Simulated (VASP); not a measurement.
# CdS (Fm-3m) in VASP: further runs, part 2 of 2

VASP 6.6.1.

## (3) Single point, PBEsol

INCAR

```
SYSTEM = CdS
ALGO = Normal
EDIFF = 1E-6
ENCUT = 520
GGA = PS
ISIF = 2
ISMEAR = 0
LASPH = .True.
LCHARG = .False.
LREAL = .False.
LWAVE = .False.
NBANDS = 16
NELM = 60
PREC = Accurate
SIGMA = 0.01
```

KPOINTS

```
k-points
0
Gamma
  6 6 6
  0 0 0
```

POSCAR

```
CdS
1.0
    0.0000000000      2.7267765431      2.7267765431
    2.7267765431      0.0000000000      2.7267765431
    2.7267765431      2.7267765431      0.0000000000
Cd S
1 1
Direct
    0.0000000000      0.0000000000      0.0000000000
    0.5000000000      0.5000000000      0.5000000000
```

Potentials or basis: VASP PAW PBE potentials, release 64 (Cd, S).

Command:

```console
$ cat potpaw_PBE.64/Cd/POTCAR potpaw_PBE.64/S/POTCAR > POTCAR
$ mpirun -np 1 vasp_std > vasp.out
```

OUTCAR:

```text
SYSTEM = CdS
   EDIFF = 1E-6
   ENCUT = 520
   GGA = PS
   ISIF = 2
   ISMEAR = 0
   LASPH = .True.
   LREAL = .False.
   NELM = 60
   PREC = Accurate

 ion  position               nearest neighbor table
   1  0.000  0.000  0.000-   2 2.73   2 2.73   2 2.73   2 2.73   2 2.73   2 2.73
   2  0.500  0.500  0.500-   1 2.73   1 2.73   1 2.73   1 2.73   1 2.73   1 2.73

  LATTYP: Found a face centered cubic cell.
 ALAT       =     5.4535530862

  Lattice vectors:

 A1 = (   0.0000000000,   2.7267765431,   2.7267765431)
 A2 = (   2.7267765431,   0.0000000000,   2.7267765431)
 A3 = (   2.7267765431,   2.7267765431,   0.0000000000)

Analysis of symmetry for initial positions (statically):
=====================================================================
 Subroutine PRICEL returns:
 Original cell was already a primitive cell.

 Routine SETGRP: Setting up the symmetry group for a
 face centered cubic supercell.

 Subroutine GETGRP returns: Found 48 space group operations
 (whereof 48 operations were pure point group operations)
 out of a pool of 48 trial point group operations.

The static configuration has the point symmetry O_h .

[... 150 lines left out ...]
  energy without entropy =       -6.63335992  energy(sigma->0) =       -6.63335992

 E-fermi :   2.9780     XC(G=0): -10.6498

 val. band max:        2.9104041813   @ k =   0.5000   0.0000   0.0000
 cond. band min:       3.0313437078   @ k =   0.5000   0.5000   0.0000
 fundamental gap:      0.1209395264
 Fermi energy:         2.9779920516

 k-point     1 :       0.0000    0.0000    0.0000
  band No.  band energies     occupation
      1      -9.9785      2.00000
      2      -4.7204      2.00000
      3      -4.7204      2.00000
      4      -4.7184      2.00000
      5      -4.7184      2.00000
      6      -4.7184      2.00000
[... 281 lines left out ...]
      3      -4.7923      2.00000
      4      -4.5983      2.00000
      5      -4.4316      2.00000
      6      -3.8817      2.00000
[... 8 lines left out ...]
     15      16.6771      0.00000
     16      17.5849      0.00000

------------------------ aborting loop because EDIFF is reached ----------------------------------------

  FORCE on cell =-STRESS in cart. coord.  units (eV):
  Direction    XX          YY          ZZ          XY          YZ          ZX
  --------------------------------------------------------------------------------------
  -------------------------------------------------------------------------------------
  Total       -0.4845179     -0.4845179     -0.4845179      0.0000000     -0.0000000      0.0000000
  in kB      -19.1444016    -19.1444016    -19.1444016      0.0000000     -0.0000000      0.0000000
  external PRESSURE =     -19.1444016 kB  Pullay stress =       0.0000000 kB

 VOLUME and BASIS-vectors are now :
 -----------------------------------------------------------------------------
  energy-cutoff  :      520.00
  volume of cell :       40.55
      direct lattice vectors                 reciprocal lattice vectors
     0.000000000  2.726776543  2.726776543    -0.183366694  0.183366694  0.183366694
     2.726776543  0.000000000  2.726776543     0.183366694 -0.183366694  0.183366694
     2.726776543  2.726776543  0.000000000     0.183366694  0.183366694 -0.183366694

 POSITION                                       TOTAL-FORCE (eV/Angst)
 -----------------------------------------------------------------------------------
      0.00000      0.00000      0.00000         0.000000     -0.000000      0.000000
      2.72678      2.72678      2.72678        -0.000000      0.000000     -0.000000
 -----------------------------------------------------------------------------------
    total drift:                               -0.000000      0.000000      0.000000

  FREE ENERGIE OF THE ION-ELECTRON SYSTEM (eV)
  ---------------------------------------------------
  free  energy   TOTEN  =        -6.6333599183 eV

  energy  without entropy=       -6.6333599183  energy(sigma->0) =       -6.63335992
```

OSZICAR:

```text
N       E                     dE             d eps       ncg     rms          rms(c)
DAV:   1     0.107881076634E+03    0.10788E+03   -0.94016E+03   512   0.107E+03
DAV:   2    -0.336450795726E+01   -0.11125E+03   -0.10363E+03   648   0.255E+02
DAV:   3    -0.714682081835E+01   -0.37823E+01   -0.37779E+01   616   0.494E+01
DAV:   4    -0.716370478923E+01   -0.16884E-01   -0.16883E-01   648   0.338E+00
DAV:   5    -0.716385982207E+01   -0.15503E-03   -0.15503E-03   640   0.307E-01    0.736E+00
DAV:   6    -0.666164714396E+01    0.50221E+00   -0.80873E-01   688   0.122E+01    0.620E+00
DAV:   7    -0.663691368344E+01    0.24733E-01   -0.14400E-01   608   0.281E+00    0.313E+00
DAV:   8    -0.663364619169E+01    0.32675E-02   -0.17079E-02   600   0.163E+00    0.245E-01
DAV:   9    -0.663335678016E+01    0.28941E-03   -0.17623E-03   608   0.615E-01    0.436E-02
DAV:  10    -0.663334870414E+01    0.80760E-05   -0.17824E-04   624   0.171E-01    0.466E-02
DAV:  11    -0.663335900821E+01   -0.10304E-04   -0.21086E-05   616   0.441E-02    0.152E-02
DAV:  12    -0.663335991834E+01   -0.91012E-06   -0.38290E-06   584   0.187E-02
   1 F= -.66333599E+01 E0= -.66333599E+01  d E =-.340673E-16
```

stdout:

```text
POSCAR found type information on POSCAR CdS
 POSCAR found :  2 types and       2 ions
 scaLAPACK will be used
 -----------------------------------------------------------------------------
|                                                                             |
|                                                                             |
|     You enforced a specific xc type in the INCAR file but a different       |
|     I HOPE YOU KNOW WHAT YOU ARE DOING!                                     |
|                                                                             |
 -----------------------------------------------------------------------------

 LDA part: xc-table for (Slater+PW92), standard interpolation
 POSCAR, INCAR and KPOINTS ok, starting setup
 FFT: planning ... GRIDC
 FFT: planning ... GRID_SOFT
 FFT: planning ... GRID
 WAVECAR not read
 entering main loop
```

Run time: 7.3 s. Hardware: 1 thread of Intel Xeon Platinum 8559C (Emerald Rapids), shared host; peak memory 0.16 GiB.

Results:

| Property | Result |
| --- | --- |
| Free energy | -6.6334 eV |
| Pressure | -1.9 GPa |
| Band gap on the k mesh | 0.12 eV, indirect (least direct gap 1.60 eV) |

Levels at points of the mesh, in eV from the valence-band top:
```csv
k point,band 6,band 7,band 8,band 9,band 10,band 11,band 12,band 13
"(0.00, 0.00, 0.00)",-7.63,-0.77,-0.77,-0.77,0.83,9.15,9.15,9.15
"(0.50, 0.00, 0.00)",-7.41,-4.96,0.00,0.00,3.34,5.78,5.78,6.83
"(0.50, 0.50, 0.00)",-6.64,-4.38,-2.21,-2.21,0.12,5.88,9.79,11.22
```

Caveat: the PAW data sets were made with another functional, which shifts forces and pressure a little. A k mesh can miss the band edges.

## (4) Single point, HSE06

POSCAR is that of step 3.

INCAR.step1

```
SYSTEM = CdS
PREC     = Accurate       ! precision mode
ENCUT    = 520            ! plane-wave cutoff, eV
EDIFF    = 1E-5           ! SCF threshold, eV
ISMEAR   = 0              ! smearing method
SIGMA    = 0.01           ! smearing width, eV
LREAL    = .FALSE.        ! projectors in reciprocal space
LASPH    = .TRUE.         ! aspherical terms in the spheres
NELM     = 60             ! most SCF steps
ALGO     = Normal         ! electronic algorithm
ISIF     = 2              ! what is computed and relaxed
LWAVE    = .TRUE.         ! write WAVECAR
LCHARG   = .FALSE.        ! write CHGCAR
NBANDS   = 16             ! bands
GGA      = PE             ! functional
```

INCAR.step2

```
SYSTEM = CdS
PREC     = Accurate       ! precision mode
ENCUT    = 520            ! plane-wave cutoff, eV
EDIFF    = 1E-6           ! SCF threshold, eV
ISMEAR   = 0              ! smearing method
SIGMA    = 0.01           ! smearing width, eV
LREAL    = .FALSE.        ! projectors in reciprocal space
LASPH    = .TRUE.         ! aspherical terms in the spheres
NELM     = 60             ! most SCF steps
ALGO     = Normal         ! electronic algorithm
ISIF     = 2              ! what is computed and relaxed
LWAVE    = .FALSE.        ! write WAVECAR
LCHARG   = .FALSE.        ! write CHGCAR
GGA      = PE             ! functional
LHFCALC  = .TRUE.         ! exact exchange
HFSCREEN = 0.2079         ! screening, 1/A
PRECFOCK = Normal       
NBANDS   = 16             ! bands
ISTART   = 1
```

KPOINTS

```
regular mesh
0
G
  4 4 4
  0 0 0
```

Command:

```console
$ cat potpaw_PBE.64/Cd/POTCAR potpaw_PBE.64/S/POTCAR > POTCAR
$ cp INCAR.step1 INCAR
$ mpirun -np 1 vasp_std > vasp.out
$ cp INCAR.step2 INCAR
$ mpirun -np 1 vasp_std > vasp.out
```

It took 3.8 min on 1 thread of Intel Xeon Platinum 8559C (Emerald Rapids), shared host; peak memory 0.27 GiB.

The run converged. Its results:

| Quantity | Value |
| --- | --- |
| Free energy | -7.2904 eV |
| Pressure | 0.7 GPa |
| Band gap on the k mesh | 1.22 eV, indirect (least direct gap 2.76 eV) |

Levels at points of the mesh, in eV from the valence-band top:
```csv
k point,band 7,band 8,band 9,band 10,band 11,band 12
"(0.00, 0.00, 0.00)",-0.76,-0.76,-0.76,2.00,10.36,10.36
"(0.50, 0.00, 0.00)",-5.30,0.00,0.00,4.45,7.01,7.01
"(0.50, 0.50, 0.00)",-4.64,-2.31,-2.31,1.22,6.92,11.38
```

Caveat: the k points lie up to 0.50 Å⁻¹ apart; the PAW data sets were made with another functional, which shifts forces and pressure a little. A k mesh can miss the band edges.

## (5) Single point, PBE-based screened hybrid

POSCAR is that of step 4.

INCAR.step1

```
  ALGO = Normal
  EDIFF = 1E-5
  ENCUT = 520
  GGA = PE
  ISIF = 2
  ISMEAR = 0
  LASPH = True
  LCHARG = False
  LREAL = False
  LWAVE = True
  NBANDS = 16
  NELM = 60
  PREC = Accurate
  SIGMA = 0.01
```

INCAR.step2

```
  AEXX = 0.2
  ALGO = Normal
  EDIFF = 1E-6
  ENCUT = 520
  GGA = PE
  HFSCREEN = 0.5
  ISIF = 2
  ISMEAR = 0
  ISTART = 1
  LASPH = True
  LCHARG = False
  LHFCALC = True
  LREAL = False
  LWAVE = False
  NBANDS = 16
  NELM = 60
  PREC = Accurate
  PRECFOCK = Normal
  SIGMA = 0.01
```

KPOINTS

```
k-points
0
Gamma
  4 4 4
```

Command:

```console
$ cat potpaw_PBE.64/Cd/POTCAR potpaw_PBE.64/S/POTCAR > POTCAR
$ cp INCAR.step1 INCAR
$ mpirun -np 1 vasp_std > vasp.out
$ cp INCAR.step2 INCAR
$ mpirun -np 1 vasp_std > vasp.out
```

It took 3.6 min on 1 thread of Intel Xeon Platinum 8559C (Emerald Rapids), shared host; peak memory 0.27 GiB.

Results (log left out):

```
Free energy            : -6.4808 eV
Pressure               : 1.7 GPa
Band gap on the k mesh : 0.64 eV, indirect (least direct gap 2.13 eV)
```

Levels at points of the mesh, in eV from the valence-band top:
| k point | band 6 | band 7 | band 8 | band 9 | band 10 | band 11 | band 12 | band 13 |
| --- | --- | --- | --- | --- | --- | --- | --- | --- |
| (0.00, 0.00, 0.00) | -8.43 | -0.73 | -0.73 | -0.73 | 1.40 | 9.67 | 9.67 | 9.67 |
| (0.50, 0.00, 0.00) | -8.23 | -5.07 | 0.00 | 0.00 | 3.87 | 6.34 | 6.34 | 7.59 |
| (0.50, 0.50, 0.00) | -7.40 | -4.43 | -2.21 | -2.21 | 0.64 | 6.34 | 10.57 | 12.04 |

Caveat: the k points lie up to 0.50 Å⁻¹ apart; the PAW data sets were made with another functional, which shifts forces and pressure a little.

## (6) Single point, PBE-based screened hybrid

POSCAR is that of step 5.

INCAR.step1

```
PREC = Accurate
ENCUT = 520
EDIFF = 1E-5
ISMEAR = 0
SIGMA = 0.01
LREAL = F
LASPH = T
NELM = 80
ALGO = Normal
ISIF = 2
LWAVE = T
LCHARG = F
GGA = PE
NBANDS = 16
```

INCAR.step2

```
PREC = Accurate
ENCUT = 520
EDIFF = 1E-6
ISMEAR = 0
SIGMA = 0.01
LREAL = F
LASPH = T
NELM = 80
ALGO = Normal
ISIF = 2
LWAVE = F
LCHARG = F
GGA = PE
LHFCALC = T
AEXX = 0.75
HFSCREEN = 0.5
PRECFOCK = Normal
ISTART = 1
NBANDS = 16
```

KPOINTS

```
Automatic mesh
0
Gamma
  4 4 4
```

Potentials or basis: VASP PAW PBE potentials, release 64 (Cd, S).

Command:

```console
$ cat potpaw_PBE.64/Cd/POTCAR potpaw_PBE.64/S/POTCAR > POTCAR
$ cp INCAR.step1 INCAR
$ mpirun -np 1 vasp_std > vasp.out
$ cp INCAR.step2 INCAR
$ mpirun -np 1 vasp_std > vasp.out
```

OUTCAR:

```text
PREC = Accurate
   ENCUT = 520
   EDIFF = 1E-6
   ISMEAR = 0
   LREAL = F
   LASPH = T
   NELM = 80
   ISIF = 2
   GGA = PE
   LHFCALC = T
   AEXX = 0.75
   HFSCREEN = 0.5
   PRECFOCK = Normal
   ISTART = 1

 ion  position               nearest neighbor table
   1  0.000  0.000  0.000-   2 2.73   2 2.73   2 2.73   2 2.73   2 2.73   2 2.73
   2  0.500  0.500  0.500-   1 2.73   1 2.73   1 2.73   1 2.73   1 2.73   1 2.73

  LATTYP: Found a face centered cubic cell.
 ALAT       =     5.4535530862

  Lattice vectors:

 A1 = (   0.0000000000,   2.7267765431,   2.7267765431)
 A2 = (   2.7267765431,   0.0000000000,   2.7267765431)
 A3 = (   2.7267765431,   2.7267765431,   0.0000000000)

Analysis of symmetry for initial positions (statically):
=====================================================================
 Subroutine PRICEL returns:
 Original cell was already a primitive cell.

 Routine SETGRP: Setting up the symmetry group for a
 face centered cubic supercell.

 Subroutine GETGRP returns: Found 48 space group operations
 (whereof 48 operations were pure point group operations)
 out of a pool of 48 trial point group operations.

The static configuration has the point symmetry O_h .

Analysis of symmetry for dynamics (positions and initial velocities):
=====================================================================
 Subroutine PRICEL returns:
 Original cell was already a primitive cell.

 Routine SETGRP: Setting up the symmetry group for a
 face centered cubic supercell.

 Subroutine GETGRP returns: Found 48 space group operations
 (whereof 48 operations were pure point group operations)
 out of a pool of 48 trial point group operations.

The dynamic configuration has the point symmetry O_h .

 Subroutine INISYM returns: Found 48 space group operations
 (whereof 48 operations are pure point group operations),
[... 103 lines left out ...]
   LORBIT       =      0    0 simple, 1 ext, 2 COOP (PROOUT), +10 PAW based schemes
   GGA     = PE    functional components
   LHFCALC =     T    Hartree Fock is set to
   PRECFOCK=normal    Normal, Fast or Accurate (Low or Medium for compatibility)
   ENCUT4O =  -1.0   cutoff for four orbital integrals eV
   NKREDX  =     1    reduce k-point grid by
   NKREDY  =     1    reduce k-point grid by
   NKREDZ  =     1    reduce k-point grid by
   AEXX    =    0.7500 exact exchange contribution
   HFSCREEN=    0.5000 screening length (either q_TF or 0.3 A-1)
   HFSCREENC=   0.5000 screening length for correlation (either q_TF or 0.3 A-1)
   ENCUTFOCK=  -1.0 apply spherical cutoff to Coloumb kernel
   IVDW    =     0    specifies the selected vdW correction
   LEPSILON=     F    determine dielectric tensor
   LRPA    =     F    only Hartree local field effects (RPA)
 non-spin polarized calculation
 Gauss-broadening in eV      SIGMA  =   0.01
  energy-cutoff  :      520.00
  volume of cell :       40.55
 maximum number of plane-waves:      1106
 NGX is ok and might be reduce to    30
  NGX = 24; NGY = 24; NGZ = 24

 number of electron      18.0000003 magnetization

 Free energy of the ion-electron system (eV)
  ---------------------------------------------------
  ext. energy  EPLUGINS =         0.00000000
  ---------------------------------------------------
  free energy    TOTEN  =        -8.64987905 eV

  energy without entropy =       -8.64987905  energy(sigma->0) =       -8.64987905

 E-fermi :   1.9493     XC(G=0):  -6.2446

 val. band max:        1.9052451772   @ k =   0.5000   0.0000   0.0000
 cond. band min:       3.8665049174   @ k =   0.5000   0.5000   0.0000
 fundamental gap:      1.9612597402
 Fermi energy:         1.9493320330

 k-point     1 :       0.0000    0.0000    0.0000
  band No.  band energies     occupation
      1     -13.5896      2.00000
      2      -8.6509      2.00000
      3      -8.6509      2.00000
      4      -8.5696      2.00000
      5      -8.5696      2.00000
      6      -8.5696      2.00000
[... 129 lines left out ...]
      3      -8.5459      2.00000
      4      -8.5459      2.00000
      5      -8.3232      2.00000
      6      -7.6432      2.00000
[... 8 lines left out ...]
     15      17.5902      0.00000
     16      19.1811      0.00000

------------------------ aborting loop because EDIFF is reached ----------------------------------------

  FORCE on cell =-STRESS in cart. coord.  units (eV):
  Direction    XX          YY          ZZ          XY          YZ          ZX
  --------------------------------------------------------------------------------------
  -------------------------------------------------------------------------------------
  Total       -0.0460802     -0.0460802     -0.0460802     -0.0000000      0.0000000     -0.0000000
  in kB       -1.8207325     -1.8207325     -1.8207325     -0.0000000      0.0000000     -0.0000000
  external PRESSURE =      -1.8207325 kB  Pullay stress =       0.0000000 kB

 VOLUME and BASIS-vectors are now :
 -----------------------------------------------------------------------------
  energy-cutoff  :      520.00
  volume of cell :       40.55
      direct lattice vectors                 reciprocal lattice vectors
     0.000000000  2.726776543  2.726776543    -0.183366694  0.183366694  0.183366694
     2.726776543  0.000000000  2.726776543     0.183366694 -0.183366694  0.183366694
     2.726776543  2.726776543  0.000000000     0.183366694  0.183366694 -0.183366694

 POSITION                                       TOTAL-FORCE (eV/Angst)
 -----------------------------------------------------------------------------------
      0.00000      0.00000      0.00000         0.000000     -0.000000     -0.000000
      2.72678      2.72678      2.72678        -0.000000      0.000000      0.000000
 -----------------------------------------------------------------------------------
    total drift:                                0.000000      0.000000      0.000000

  FREE ENERGIE OF THE ION-ELECTRON SYSTEM (eV)
  ---------------------------------------------------
  free  energy   TOTEN  =        -8.6498790546 eV

  energy  without entropy=       -8.6498790546  energy(sigma->0) =       -8.64987905
```

Run time: 4.6 min. Hardware: 1 thread of Intel Xeon Platinum 8559C (Emerald Rapids), shared host; peak memory 0.27 GiB.

What came out:

| Quantity | Value |
| --- | --- |
| Free energy | -8.6499 eV |
| Pressure | -0.2 GPa |
| Band gap on the k mesh | 1.96 eV, indirect (least direct gap 3.45 eV) |

Caveat: the k points lie up to 0.50 Å⁻¹ apart; the PAW data sets were made with another functional, which shifts forces and pressure a little.

## (7) Summary

```csv
level,k mesh,grid for exact exchange (PRECFOCK),screening parameter,share of exact exchange,gap on the mesh (eV),pressure (GPa)
PBE,4 × 4 × 4,-,-,-,0.21,2.6
PBEsol,6 × 6 × 6,-,-,-,0.12,-1.9
HSE06,4 × 4 × 4,Normal,0.2079 1/Å,-,1.22,0.7
PBE-based screened hybrid,4 × 4 × 4,Normal,0.5 1/Å,0.2,0.64,1.7
PBE-based screened hybrid,4 × 4 × 4,Normal,0.5 1/Å,0.75,1.96,-0.2
```

Alike in all rows: task single point; potentials or basis VASP PAW PBE potentials, release 64 (Cd, S); no spin polarisation; cell as given; cutoff (eV) 520; smearing gaussian 0.01 eV.

Caveats: some runs use coarse meshes; the PAW data sets were made with another functional, which shifts forces and pressure a little (some runs).

Total energies depend on the potentials used, so only differences within one code and one set of settings carry meaning.
